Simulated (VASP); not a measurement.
PF2, 6 atoms in the cell. The structure is tetragonal, space group P4_2/mmc (No. 131). Conventional cell: a = 5.110 Å, b = 5.110 Å, c = 6.529 Å, α = 90.00°, β = 90.00°, γ = 90.00°. P (site symmetry -4m2) has 4 F at 2.02 Å within 2.7 Å. Within 2.8 Å of F (site symmetry m2m) lie 2 P at 2.02 Å and 2 F at 2.37 to 2.74 Å. The cell was generated, and may not be a known phase.

| Quantity | Value |
| --- | --- |
| Program | VASP 6.6.1 |
| Task | single point |
| Functional | PBE |
| Dispersion | D3(BJ) |
| Potentials or basis | VASP PAW PBE potentials, release 64 (P, F) |
| Cutoff | 520 eV |
| k mesh | 4 × 4 × 4 |
| Occupations | gaussian, width 0.1 eV |
| Spin | no spin polarisation |
| Dipole correction | no |
| Further INCAR settings | ALGO = Fast; EDIFF = 1e-06; NBANDS = 28 |

Potentials or basis: VASP PAW PBE potentials, release 64 (P, F).

Command:

```sh
$ cat potpaw_PBE.64/P/POTCAR potpaw_PBE.64/F/POTCAR > POTCAR
$ mpirun -np 1 vasp_std > vasp.out
```

Hardware: 1 thread of Oxide Virtual Turin-like Processor, with other jobs on the host.

Q: How long does it take, and how much memory?

A: Run time: 80 s on 1 thread of Oxide Virtual Turin-like Processor, with other jobs on the host, peak memory 0.26 GiB. Counts: scf iterations 16, k points 18.
